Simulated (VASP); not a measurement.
Input of a VASP 6.6.1 run:

The input INCAR:

```
PREC     = Accurate       # precision mode
ENCUT    = 520            # plane-wave cutoff, eV
EDIFF    = 1E-7           # SCF threshold, eV
ISMEAR   = 0              # smearing method
SIGMA    = 0.1            # smearing width, eV
LREAL    = False          # projectors in reciprocal space
LASPH    = True           # aspherical terms in the spheres
NELM     = 80             # most SCF steps
ALGO     = Fast           # electronic algorithm
ISIF     = 2              # what is computed and relaxed
LWAVE    = False          # write WAVECAR
LCHARG   = True           # write CHGCAR
GGA      = PE             # functional
LELF     = True           # ELF
LVHAR    = True         
NBANDS   = 12             # bands
```

The input KPOINTS:

```
regular mesh
0
Gamma
  15 15 8
```

File POSCAR:

```
Sb
1.0
    3.3633551319      0.0000000000      0.0000000000
   -1.6816775659      2.9127509861      0.0000000000
    0.0000000000      0.0000000000      5.6016265860
Sb
2
Direct
    0.3333333333      0.6666666667      0.2500000000
    0.6666666667      0.3333333333      0.7500000000
```

Potentials or basis: VASP PAW PBE potentials, release 64 (Sb).

Launch:

```bash
$ cat potpaw_PBE.64/Sb/POTCAR > POTCAR
$ mpirun -np 1 vasp_std > vasp.out
```

Estimate the band gap on the k mesh.

zero (bands 5 and 6 overlap by 7.62 eV).

What does it give for the pressure?

-0.1 GPa.

Caveat: spin-orbit coupling is left out, which moves the levels of the heavy elements.
